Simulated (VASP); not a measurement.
# AgCl (Immm) in VASP: a series of runs, part 2 of 2

VASP 6.6.1. The steps go on from the part before.

### 4 Single point, PBE (strain -0.0200 x Voigt [0, 0, 0, 1, 0, 0])

Contents of INCAR:

```
SYSTEM = AgCl
PREC = Accurate
ENCUT = 520
EDIFF = 1E-6
ISMEAR = 0
SIGMA = 0.05
LREAL = .False.
LASPH = .True.
NELM = 100
ALGO = Normal
ISIF = 2
LWAVE = .False.
LCHARG = .True.
GGA = PE
LELF = .True.
LVHAR = .True.
NBANDS = 16
```

Contents of KPOINTS:

```
regular mesh
0
Gamma
  8 8 8
  0 0 0
```

Contents of POSCAR:

```
AgCl
1.0
    0.0000000000      2.7779626223      2.7779626223
    2.8060228508     -0.0280602285      2.8060228508
    2.8060228508      2.8060228508     -0.0280602285
Ag Cl
1 1
Direct
    0.5000000000      0.5000000000      0.5000000000
    0.0000000000      0.0000000000      0.0000000000
```

Launch:

```console
> cat potpaw_PBE.64/Ag/POTCAR potpaw_PBE.64/Cl/POTCAR > POTCAR
> mpirun -np 1 vasp_std > vasp.out
```

Run time: 66 s. Hardware: 1 thread of Intel Xeon 8259CL, shared host; peak memory 0.22 GiB.

It converged, with:

```yaml
Free_energy: -5.4009 eV
Pressure: -0.1 GPa
Band_gap_on_the_k_mesh: 0.90 eV (least direct gap 3.05 eV)
```

Stress tensor (GPa, compression positive):
```
-0.15  0.00  0.00
 0.00 -0.14  0.13
 0.00  0.13 -0.14
```

Levels at points of the mesh, in eV from the valence-band top:
```tsv
k point	band 6	band 7	band 8	band 9	band 10	band 11	band 12	band 13
(0.00, 0.00, 0.00)	-2.28	-2.23	-2.19	-2.15	0.90	10.74	10.85	10.97
(0.50, 0.00, 0.00)	-1.97	-1.67	-0.02	0.00	4.29	6.37	7.60	7.71
(0.00, 0.50, 0.00)	-1.98	-1.70	-0.03	-0.01	4.35	6.29	7.73	7.84
(0.50, 0.50, 0.00)	-2.11	-1.88	-1.87	-1.81	2.42	8.06	8.50	11.32
(0.00, 0.50, 0.50)	-2.11	-1.88	-1.87	-1.81	2.42	8.06	8.50	11.23
```

Caveat: the cell differs from its parent crystal (strain -0.0200 x Voigt [0, 0, 0, 1, 0, 0]). A k mesh can miss the band edges.

### 5 Single point, PBE (strain +0.0100 x Voigt [0, 0, 0, 1, 0, 0])

Contents of INCAR:

```
SYSTEM = AgCl
ALGO = Normal
EDIFF = 1E-6
ENCUT = 520
GGA = PE
ISIF = 2
ISMEAR = 0
LASPH = .TRUE.
LCHARG = .FALSE.
LREAL = .FALSE.
LWAVE = .FALSE.
NBANDS = 16
NELM = 80
PREC = Accurate
SIGMA = 0.05
```

Contents of KPOINTS:

```
k-points
0
G
  8 8 8
  0 0 0
```

Contents of POSCAR:

```
AgCl
1.0
    0.0000000000      2.8200529651      2.8200529651
    2.8060228508      0.0140301143      2.8060228508
    2.8060228508      2.8060228508      0.0140301143
Ag Cl
1 1
Direct
    0.5000000000      0.5000000000      0.5000000000
    0.0000000000      0.0000000000      0.0000000000
```

Potentials or basis: VASP PAW PBE potentials, release 64 (Ag, Cl).

Launch:

```console
> cat potpaw_PBE.64/Ag/POTCAR potpaw_PBE.64/Cl/POTCAR > POTCAR
> mpirun -np 1 vasp_std > vasp.out
```

OUTCAR:

```text
SYSTEM = AgCl
   EDIFF = 1E-6
   ENCUT = 520
   GGA = PE
   ISIF = 2
   ISMEAR = 0
   LASPH = .TRUE.
   LREAL = .FALSE.
   NELM = 80
   PREC = Accurate

 ion  position               nearest neighbor table
   1  0.500  0.500  0.500-   2 2.81   2 2.81   2 2.81   2 2.81   2 2.81   2 2.81
   2  0.000  0.000  0.000-   1 2.81   1 2.81   1 2.81   1 2.81   1 2.81   1 2.81

  LATTYP: Found a body centered orthorhombic cell.
 ALAT       =     3.9484739940
 B/A-ratio  =     1.0100502513
 C/A-ratio  =     1.4213201632

  Lattice vectors:

 A1 = (  -2.8060228508,   2.8060228508,   0.0140301143)
 A2 = (  -2.8060228508,  -2.8060228508,  -0.0140301143)
 A3 = (   2.8060228508,   0.0140301143,   2.8060228508)

Analysis of symmetry for initial positions (statically):
=====================================================================
 Subroutine PRICEL returns:
 Original cell was already a primitive cell.

 Routine SETGRP: Setting up the symmetry group for a
 body centered orthorhombic supercell.

 Subroutine GETGRP returns: Found  8 space group operations
 (whereof  8 operations were pure point group operations)
[... 159 lines left out ...]
  ext. energy  EPLUGINS =         0.00000000
  ---------------------------------------------------
  free energy    TOTEN  =        -5.40114284 eV

  energy without entropy =       -5.40114284  energy(sigma->0) =       -5.40114284

 E-fermi :   3.6569     XC(G=0):  -9.7810

 val. band max:        3.3855292262   @ k =   0.0000   0.5000  -0.0000
 cond. band min:       4.2973238172   @ k =   0.0000   0.0000   0.0000
 fundamental gap:      0.9117945910
 Fermi energy:         3.6568960006

 k-point     1 :       0.0000    0.0000    0.0000
  band No.  band energies     occupation
      1     -11.5384      2.00000
      2       1.0677      2.00000
      3       1.0733      2.00000
      4       1.0813      2.00000
      5       1.1138      2.00000
      6       1.1145      2.00000
[... 433 lines left out ...]
      3       0.0777      2.00000
      4       0.1784      2.00000
      5       1.0216      2.00000
      6       1.3825      2.00000
[... 8 lines left out ...]
     15      17.9622      0.00000
     16      18.9021      0.00000

 [... further k-points ...]
[... 5 lines left out ...]
  --------------------------------------------------------------------------------------
  -------------------------------------------------------------------------------------
  Total       -0.0390218     -0.0386759     -0.0386759      0.0000000     -0.0174147      0.0000000
  in kB       -1.4148985     -1.4023561     -1.4023561      0.0000000     -0.6314441      0.0000000
  external PRESSURE =      -1.4065369 kB  Pullay stress =       0.0000000 kB

 VOLUME and BASIS-vectors are now :
 -----------------------------------------------------------------------------
  energy-cutoff  :      520.00
  volume of cell :       44.19
      direct lattice vectors                 reciprocal lattice vectors
     0.000000000  2.820052965  2.820052965    -0.178188143  0.177301634  0.177301634
     2.806022851  0.014030114  2.806022851     0.178188143 -0.179083560  0.179083560
     2.806022851  2.806022851  0.014030114     0.178188143  0.179083560 -0.179083560

 POSITION                                       TOTAL-FORCE (eV/Angst)
 -----------------------------------------------------------------------------------
      2.80602      2.82005      2.82005        -0.000000      0.000000     -0.000000
      0.00000      0.00000      0.00000         0.000000     -0.000000      0.000000
 -----------------------------------------------------------------------------------
    total drift:                                0.000000      0.000000      0.000000

  FREE ENERGIE OF THE ION-ELECTRON SYSTEM (eV)
  ---------------------------------------------------
  free  energy   TOTEN  =        -5.4011428425 eV

  energy  without entropy=       -5.4011428425  energy(sigma->0) =       -5.40114284
```

Wall time 64 s (1 thread of Intel Xeon 8259CL, shared host); peak memory 0.22 GiB.

Results:

```
Free energy            : -5.4011 eV
Pressure               : -0.1 GPa
Band gap on the k mesh : 0.91 eV (least direct gap 3.07 eV)
```

Stress tensor (GPa, compression positive):
```
-0.14  0.00  0.00
 0.00 -0.14 -0.06
 0.00 -0.06 -0.14
```

Caveat: the cell differs from its parent crystal (strain +0.0100 x Voigt [0, 0, 0, 1, 0, 0]).

### 6 Single point, PBE (strain +0.0350 x Voigt [0, 0, 0, 1, 0, 0])

Contents of INCAR:

```
SYSTEM = AgCl
PREC = Accurate ; ENCUT = 520
EDIFF = 1E-6 ; ISMEAR = 0
SIGMA = 0.05 ; LREAL = .False.
LASPH = .True. ; NELM = 100
ALGO = Normal ; ISIF = 2
LWAVE = .False. ; LCHARG = .True.
GGA = PE ; LELF = .True.
LVHAR = .True. ; NBANDS = 16
```

Contents of KPOINTS:

```
Automatic mesh
0
Gamma
  8 8 8
  0 0 0
```

Contents of POSCAR:

```
AgCl
1.0
    0.0000000000      2.8551282507      2.8551282507
    2.8060228508      0.0491053999      2.8060228508
    2.8060228508      2.8060228508      0.0491053999
Ag Cl
1 1
Direct
    0.5000000000      0.5000000000      0.5000000000
    0.0000000000      0.0000000000      0.0000000000
```

Potentials or basis: VASP PAW PBE potentials, release 64 (Ag, Cl).

Launch:

```console
> cat potpaw_PBE.64/Ag/POTCAR potpaw_PBE.64/Cl/POTCAR > POTCAR
> mpirun -np 1 vasp_std > vasp.out
```

OUTCAR:

```text
SYSTEM = AgCl
   PREC = Accurate
   ENCUT = 520
   EDIFF = 1E-6
   ISMEAR = 0
   LREAL = .False.
   LASPH = .True.
   NELM = 100
   ISIF = 2
   GGA = PE

 ion  position               nearest neighbor table
   1  0.500  0.500  0.500-   2 2.81   2 2.81   2 2.81   2 2.81   2 2.81   2 2.81
   2  0.000  0.000  0.000-   1 2.81   1 2.81   1 2.81   1 2.81   1 2.81   1 2.81

  LATTYP: Found a body centered orthorhombic cell.
 ALAT       =     3.8988700494
 B/A-ratio  =     1.0356234097
 C/A-ratio  =     1.4394031169

  Lattice vectors:

 A1 = (  -2.8060228508,   2.8060228508,   0.0491053999)
 A2 = (  -2.8060228508,  -2.8060228508,  -0.0491053999)
 A3 = (   2.8060228508,   0.0491053999,   2.8060228508)

Analysis of symmetry for initial positions (statically):
=====================================================================
 Subroutine PRICEL returns:
 Original cell was already a primitive cell.

 Routine SETGRP: Setting up the symmetry group for a
 body centered orthorhombic supercell.

 Subroutine GETGRP returns: Found  8 space group operations
 (whereof  8 operations were pure point group operations)
 out of a pool of  8 trial point group operations.

The static configuration has the point symmetry D_2h.

Analysis of symmetry for dynamics (positions and initial velocities):
=====================================================================
 Subroutine PRICEL returns:
 Original cell was already a primitive cell.

 Routine SETGRP: Setting up the symmetry group for a
 body centered orthorhombic supercell.

 Subroutine GETGRP returns: Found  8 space group operations
 (whereof  8 operations were pure point group operations)
 out of a pool of  8 trial point group operations.

The dynamic configuration has the point symmetry D_2h.

 Subroutine INISYM returns: Found  8 space group operations
 (whereof  8 operations are pure point group operations),
 and found     1 'primitive' translations

[... 105 lines left out ...]
   NELECT =      18.0000    total number of electrons
   NUPDOWN=      -1.0000    fix difference up-down
   EMIN   =  10.00;   EMAX   =-10.00  energy-range for DOS
   EFERMI =   0.00;   METHOD = LEGACY
   ISMEAR =     0;   SIGMA  =   0.05  broadening in eV -4-tet -1-fermi 0-gaus
   EFERMI_NEDOS =   21; number of points for ismear=-14 and -15
   IALGO  =     38    algorithm
   IMIX   =      4    mixing-type and parameters
     AMIX     =   0.40;   BMIX     =  1.00
     AMIX_MAG =   1.60;   BMIX_MAG =  1.00
  volume/ion in A,a.u.               =      22.09       149.05
  Fermi-wavevector in a.u.,A,eV,Ry     =   1.213693  2.293547 20.042068  1.473050
  Thomas-Fermi vector in A             =   2.349137
   LORBIT       =      0    0 simple, 1 ext, 2 COOP (PROOUT), +10 PAW based schemes
   GGA     = PE    functional components
   LHFCALC =     F    Hartree Fock is set to
   AEXX    =    0.0000 exact exchange contribution
   IVDW    =     0    specifies the selected vdW correction
   LEPSILON=     F    determine dielectric tensor
   LRPA    =     F    only Hartree local field effects (RPA)
 non-spin polarized calculation
 Gauss-broadening in eV      SIGMA  =   0.05
  energy-cutoff  :      520.00
  volume of cell :       44.17
 maximum number of plane-waves:      1219
   NGX = 15   NGY = 15   NGZ = 15

 number of electron      18.0000000 magnetization

 Free energy of the ion-electron system (eV)
  ---------------------------------------------------
  ext. energy  EPLUGINS =         0.00000000
  ---------------------------------------------------
  free energy    TOTEN  =        -5.40016494 eV

  energy without entropy =       -5.40016494  energy(sigma->0) =       -5.40016494

 E-fermi :   3.6963     XC(G=0):  -9.7831

 val. band max:        3.4072446487   @ k =   0.0000   0.5000  -0.0000
 cond. band min:       4.2965906978   @ k =   0.0000   0.0000   0.0000
 fundamental gap:      0.8893460491
 Fermi energy:         3.6962650768

 k-point     1 :       0.0000    0.0000    0.0000
  band No.  band energies     occupation
      1     -11.5356      2.00000
      2       1.0520      2.00000
      3       1.0635      2.00000
      4       1.0996      2.00000
      5       1.1167      2.00000
      6       1.1233      2.00000
[... 433 lines left out ...]
      3       0.0734      2.00000
      4       0.1777      2.00000
      5       1.0160      2.00000
      6       1.3877      2.00000
[... 8 lines left out ...]
     15      17.9784      0.00000
     16      18.8527      0.00000

 [... further k-points ...]
[... 5 lines left out ...]
  --------------------------------------------------------------------------------------
  -------------------------------------------------------------------------------------
  Total       -0.0428275     -0.0389192     -0.0389192     -0.0000000     -0.0613134      0.0000000
  in kB       -1.5533257     -1.4115755     -1.4115755     -0.0000000     -2.2237970      0.0000000
  external PRESSURE =      -1.4588256 kB  Pullay stress =       0.0000000 kB

 VOLUME and BASIS-vectors are now :
 -----------------------------------------------------------------------------
  energy-cutoff  :      520.00
  volume of cell :       44.17
      direct lattice vectors                 reciprocal lattice vectors
     0.000000000  2.855128251  2.855128251    -0.178188143  0.175123482  0.175123482
     2.806022851  0.049105400  2.806022851     0.178188143 -0.181361977  0.181361977
     2.806022851  2.806022851  0.049105400     0.178188143  0.181361977 -0.181361977

 POSITION                                       TOTAL-FORCE (eV/Angst)
 -----------------------------------------------------------------------------------
      2.80602      2.85513      2.85513         0.000000      0.000000      0.000000
      0.00000      0.00000      0.00000         0.000000     -0.000000     -0.000000
 -----------------------------------------------------------------------------------
    total drift:                                0.000000      0.000000      0.000000

  FREE ENERGIE OF THE ION-ELECTRON SYSTEM (eV)
  ---------------------------------------------------
  free  energy   TOTEN  =        -5.4001649429 eV

  energy  without entropy=       -5.4001649429  energy(sigma->0) =       -5.40016494
```

OSZICAR:

```text
N       E                     dE             d eps       ncg     rms          rms(c)
DAV:   1     0.899707542236E+02    0.89971E+02   -0.85502E+03  3040   0.101E+03
DAV:   2    -0.260323986864E+01   -0.92574E+02   -0.84698E+02  3824   0.212E+02
DAV:   3    -0.557682791650E+01   -0.29736E+01   -0.29657E+01  3816   0.390E+01
DAV:   4    -0.559157099111E+01   -0.14743E-01   -0.14742E-01  3936   0.315E+00
DAV:   5    -0.559173585795E+01   -0.16487E-03   -0.16486E-03  3792   0.331E-01    0.558E+00
DAV:   6    -0.540478711557E+01    0.18695E+00   -0.25542E-01  3904   0.644E+00    0.364E+00
DAV:   7    -0.540067081841E+01    0.41163E-02   -0.95623E-02  3816   0.207E+00    0.189E+00
DAV:   8    -0.540000731071E+01    0.66351E-03   -0.49829E-03  3608   0.719E-01    0.292E-01
DAV:   9    -0.540008642485E+01   -0.79114E-04   -0.49175E-04  3848   0.288E-01    0.435E-02
DAV:  10    -0.540016067090E+01   -0.74246E-04   -0.11427E-04  3672   0.929E-02    0.337E-02
DAV:  11    -0.540016493197E+01   -0.42611E-05   -0.47028E-06  3952   0.151E-02    0.343E-03
DAV:  12    -0.540016494293E+01   -0.10961E-07   -0.24821E-07  2272   0.475E-03
   1 F= -.54001649E+01 E0= -.54001649E+01  d E =-.340801E-18
```

Wall time 63 s (1 thread of Intel Xeon 8259CL, shared host); peak memory 0.21 GiB.

What came out:

```
Free energy            : -5.4002 eV
Pressure               : -0.1 GPa
Band gap on the k mesh : 0.89 eV (least direct gap 3.02 eV)
```

Levels at points of the mesh, in eV from the valence-band top:
| k point | band 6 | band 7 | band 8 | band 9 | band 10 | band 11 | band 12 | band 13 |
| --- | --- | --- | --- | --- | --- | --- | --- | --- |
| (0.00, 0.00, 0.00) | -2.28 | -2.27 | -2.21 | -2.13 | 0.89 | 10.64 | 10.84 | 11.05 |
| (0.50, 0.00, 0.00) | -1.99 | -1.72 | -0.06 | -0.02 | 4.36 | 6.24 | 7.73 | 7.93 |
| (0.00, 0.50, 0.00) | -1.98 | -1.67 | -0.03 | 0.00 | 4.25 | 6.39 | 7.51 | 7.70 |
| (0.50, 0.50, 0.00) | -2.12 | -1.89 | -1.89 | -1.83 | 2.42 | 8.05 | 8.47 | 11.31 |
| (0.00, 0.50, 0.50) | -2.12 | -1.89 | -1.89 | -1.82 | 2.40 | 8.06 | 8.49 | 11.15 |

Caveat: the cell differs from its parent crystal (strain +0.0350 x Voigt [0, 0, 0, 1, 0, 0]).

### 7 The runs side by side

```csv
cell,gap on the mesh (eV),pressure (GPa)
"a = 3.889, b = 3.969, c = 3.969 Å, angles 61.3, 60.7, 60.7°, 2 atoms",0.88,-0.1
"a = 4.028, b = 3.969, c = 3.969 Å, angles 59.0, 59.5, 59.5°, 2 atoms",0.89,-0.1
"a = 3.929, b = 3.968, c = 3.968 Å, angles 60.7, 60.3, 60.3°, 2 atoms",0.90,-0.1
"a = 3.988, b = 3.968, c = 3.968 Å, angles 59.7, 59.8, 59.8°, 2 atoms",0.91,-0.1
"a = 4.038, b = 3.969, c = 3.969 Å, angles 58.8, 59.4, 59.4°, 2 atoms",0.89,-0.1
```

Alike in all rows: task single point; level PBE; potentials or basis VASP PAW PBE potentials, release 64 (Ag, Cl); no spin polarisation; k mesh 8 × 8 × 8; cutoff (eV) 520; smearing gaussian 0.05 eV.

Total energies depend on the potentials used, so only differences within one code and one set of settings carry meaning.
